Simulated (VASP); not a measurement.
Wanted: the native input for a VASP 6.6.1 run.

* Task: single point
* Functional: PBEsol
* Potentials or basis: VASP PAW PBE potentials, release 64 (Al)
* Cutoff: 520 eV
* k mesh: 4 × 4 × 4
* Occupations: gaussian, width 0.1 eV
* Spin: no spin polarisation
* Dipole correction: no
* Further INCAR settings: LREAL = Auto; ALGO = Normal; EDIFF = 1e-06; NBANDS = 44

The structure of Al (a cell with a defect) lies in POSCAR:

```
Al
1.0
    6.0233342682      2.0077780894      4.0155561788
   -6.0233342682     -2.0077780894      4.0155561788
    2.0077780894     -6.0233342682     -4.0155561788
Al
19
Direct
    0.1514626290      0.0529101959      0.7043728250
    0.6083732303      0.2040722819      0.8016138805
    0.0975415986      0.6932406502      0.8016138805
    0.1959277181      0.3975415986      0.6043009484
    0.3000000000      0.1000000000      0.4000000000
    0.5500000000      0.8500000000      0.9000000000
    0.6481153120      0.5478647504      0.6959800624
    0.7529101959      0.2485373710      0.5014475669
    0.0024584014      0.0067593498     -0.0016138805
    0.2478647504      0.7518846880      0.4997494384
    0.3470898041      0.4514626290      0.2985524331
    0.4518846880      0.1521352496      0.1040199376
    0.7067593498      0.9083732303      0.6043009484
    0.8000000000      0.6000000000      0.4000000000
    0.9040722819      0.3024584014      0.1956990516
    0.3932406502      0.7916267697      0.1956990516
    0.4916267697      0.4959277181      0.9983861195
    0.8521352496      0.9481153120      0.3002505616
    0.9485373710      0.6470898041      0.0956271750
```

One way to write it, as run:

INCAR

```
  ALGO = Normal
  EDIFF = 1E-6
  ENCUT = 520
  GGA = PS
  ISIF = 2
  ISMEAR = 0
  LASPH = True
  LCHARG = True
  LELF = True
  LREAL = Auto
  LVHAR = True
  LWAVE = False
  NBANDS = 44
  NELM = 60
  PREC = Accurate
  SIGMA = 0.1
```

KPOINTS

```
k-points
0
Gamma
  4 4 4
```

Potentials or basis: VASP PAW PBE potentials, release 64 (Al).

Run with:

```sh
$ cat potpaw_PBE.64/Al/POTCAR > POTCAR
$ mpirun -np 1 vasp_std > vasp.out
```

Results of the run:

The pressure is -1.2 GPa and the largest force is 0.005 eV/Å.

Caveat: the PAW data sets were made with another functional, which shifts forces and pressure a little.

Run time: 4.1 min on 1 thread of Intel(R) Xeon(R) Platinum 8259CL CPU @ 2.50GHz (Skylake/Cascade Lake), on a shared host, peak memory 0.44 GiB.
